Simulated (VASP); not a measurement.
Crystal: Hg.

```
Hg
1.0
     3.19548    0.00000    0.00000
    -1.59774    2.76737    0.00000
     0.00000    0.00000    5.21822
Hg
2
Direct
  0.33333 0.66667 0.25000
  0.66667 0.33333 0.75000
```

- Program: VASP 6.6.1
- Task: relaxation of cell and atoms
- Functional: RPBE
- Potentials or basis: VASP PAW PBE potentials, release 64 (Hg)
- Cutoff: 600 eV
- k mesh: 11 × 11 × 6
- Occupations: fermi-dirac, width 0.1 eV
- Spin: no spin polarisation

At the start: pressure 9.3 GPa; volume 23.07 Å³/atom.

Q: How do energy, volume and symmetry change on relaxing?

A: Over 15 steps the energy falls by 357.1 meV/atom and the volume is 87.03 Å³/atom (+277.2 %); space group P6_3/mmc (No. 194, to 0.05 Å).

Step by step:
```tsv
step	energy change (eV)	largest force (eV/Å)	pressure (GPa)	volume (Å³)
1	0.0000	0.0000	9.32	46.15
2	-0.3420	0.0000	3.57	55.70
3	-0.4872	0.0000	1.82	64.88
4	-0.6325	0.0000	0.66	86.15
5	-0.6911	0.0000	0.09	141.66
6	-0.7062	0.0000	0.14	160.45
7	-0.6262	0.0000	-1.19	202.88
8	-0.7089	0.0000	0.13	163.77
9	-0.7081	0.0000	-0.22	182.63
10	-0.7128	0.0000	0.06	170.06
11	-0.7135	0.0000	-0.03	175.30
12	-0.7139	0.0000	0.00	174.38
13	-0.7141	0.0000	0.02	173.52
14	-0.7141	0.0000	0.02	173.33
15	-0.7142	0.0000	0.01	174.05
```

Final structure:
```
Hg
1.0
     4.96778    0.00000    0.00000
    -2.48389    4.30222    0.00000
     0.00000    0.00000    8.14374
Hg
2
Direct
  0.33333 0.66667 0.25000
  0.66667 0.33333 0.75000
```

Caveat: the volume moved by over 15 % at a fixed basis, so the end points are rough; the PAW data sets were made with another functional, which shifts forces and pressure a little.
